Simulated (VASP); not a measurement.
The system is LiCl.

```
Cl Li
1.0
     0.00000    2.61507    2.61507
     2.61507    0.00000    2.61507
     2.61507    2.61507    0.00000
Cl Li
1 1
Direct
  0.50000 0.50000 0.50000
  0.00000 0.00000 0.00000
```

Program: VASP 6.6.1. Alike in all runs: task single point; potentials or basis VASP PAW PBE potentials, release 64 (Cl, Li_sv); no spin polarisation; cell as given; k mesh 9 × 9 × 9; cutoff (eV) 520; smearing fermi-dirac 0.05 eV.

Order these runs on this cell by their band gap on the k mesh, lowest first.
A. level PBEsol
B. level r2SCAN
C. level PBE

A (5.82 eV), C (6.02 eV), B (6.96 eV).

A k mesh can miss the band edges.
